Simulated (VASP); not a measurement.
Write the native input for VASP 6.6.1 that does the following.

```
Task                   : single point
Functional             : PBEsol
Potentials or basis    : VASP PAW PBE potentials, release 64 (Sb_d_GW, H)
Cutoff                 : 400 eV
k mesh                 : 9 × 7 × 1
Occupations            : gaussian, width 0.1 eV
Spin                   : no spin polarisation
Dipole correction      : yes
Second run             : valence_matched
Further INCAR settings : ALGO = Normal; EDIFF = 1e-06; NBANDS = 38; NELMDL = -8
```

The structure of Sb4H lies in POSCAR:

```
Sb4H
1.0
    3.0617437794      0.0000000000      0.0000000000
    0.0000000000      4.3299595773      0.0000000000
    0.0000000000      0.0000000000     25.4949393660
Sb H
4 1
Direct
    0.0000000000      0.5000000000      0.3333994986
    0.0000000000      0.0000000000      0.4183175192
    0.0000000000      0.5000000000      0.5060909114
    0.0000000000      0.0000000000      0.5901104563
    0.0000000000      0.0000000000      0.6587617995
```

One way to write it, as run:

INCAR

```
SYSTEM = Sb4H
  PREC = Accurate
  ENCUT = 400
  EDIFF = 1E-6
  ISMEAR = 0
  SIGMA = 0.1
  LREAL = .False.
  LASPH = .True.
  NELM = 120
  ALGO = Normal
  ISIF = 2
  LWAVE = .False.
  LCHARG = .False.
  LDIPOL = .True.
  IDIPOL = 3
  DIPOL = 0.5 0.5 0.501
  GGA = PS
  NBANDS = 38
  GGA_COMPAT = .False.
  NELMDL = -8
```

KPOINTS

```
Automatic mesh
0
Gamma
  9 7 1
  0 0 0
```

Potentials or basis: VASP PAW PBE potentials, release 64 (Sb_d_GW, H).

Launch:

```sh
$ cat potpaw_PBE.64/Sb_d_GW/POTCAR potpaw_PBE.64/H/POTCAR > POTCAR
$ mpirun -np 1 vasp_std > vasp.out
```

Results of the run:

The largest force is 0.475 eV/Å.

Caveat: the PAW data sets were made with another functional, which shifts forces and pressure a little.

Run time: 3 min on 1 thread of Intel(R) Xeon(R) 6975P-C (Granite Rapids), on a shared host, peak memory 0.38 GiB.
